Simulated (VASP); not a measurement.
Set up this calculation in VASP 6.6.1, as the native input.

```
Task                   : relaxation of cell and atoms
Functional             : PBE
Potentials or basis    : VASP PAW PBE potentials, release 64 (Mo_sv, N)
Cutoff                 : 600 eV
k mesh                 : 8 × 8 × 8
Occupations            : fermi-dirac, width 0.15 eV
Spin                   : no spin polarisation
Dipole correction      : no
Further INCAR settings : ALGO = Normal; EDIFF = 1e-06; IBRION = 2; EDIFFG = -0.001; NSW = 80; ISIF = 3
```

The structure of Mo3N4 lies in POSCAR:

```
Mo3N4
1.0
    4.2020037549      0.0000000000      0.0000000000
    0.0000000000      4.2020037549      0.0000000000
    0.0000000000      0.0000000000      4.2020037549
Mo N
3 4
Direct
    0.5000000000      0.5000000000      0.0000000000
    0.0000000000      0.5000000000      0.5000000000
    0.5000000000      0.0000000000      0.5000000000
    0.5000000000      0.5000000000      0.5000000000
    0.5000000000      0.0000000000      0.0000000000
    0.0000000000      0.5000000000      0.0000000000
    0.0000000000      0.0000000000      0.5000000000
```

The input as run:

INCAR

```
ALGO = Normal
EDIFF = 1E-6
EDIFFG = -0.001
ENCUT = 600
GGA = PE
IBRION = 2
ISIF = 3
ISMEAR = -1
LASPH = True
LCHARG = False
LREAL = False
LWAVE = False
NELM = 100
NSW = 80
PREC = Accurate
SIGMA = 0.15
```

KPOINTS

```
k-points
0
Gamma
  8 8 8
```

Potentials or basis: VASP PAW PBE potentials, release 64 (Mo_sv, N).

Launch:

```console
$ cat potpaw_PBE.64/Mo_sv/POTCAR potpaw_PBE.64/N/POTCAR > POTCAR
$ mpirun -np 1 vasp_std > vasp.out
```

It gave:

* Relaxed volume: 10.62 Å³/atom
* Relaxed cell: a = 4.205 Å, b = 4.205 Å, c = 4.205 Å, α = 90.00°, β = 90.00°, γ = 90.00°
* Space group after relaxing (to 0.1 Å): Pm-3m (No. 221)
* Energy gained by relaxing: 0.0 meV/atom
* Ionic steps: 3
* Pressure after relaxing: 0.0 GPa
* Band gap on the k mesh: zero (bands 31 and 32 overlap by 1.83 eV)

Wall time 6.6 min on 1 thread of Intel Xeon 8259CL (shared host), peak memory 0.27 GiB.
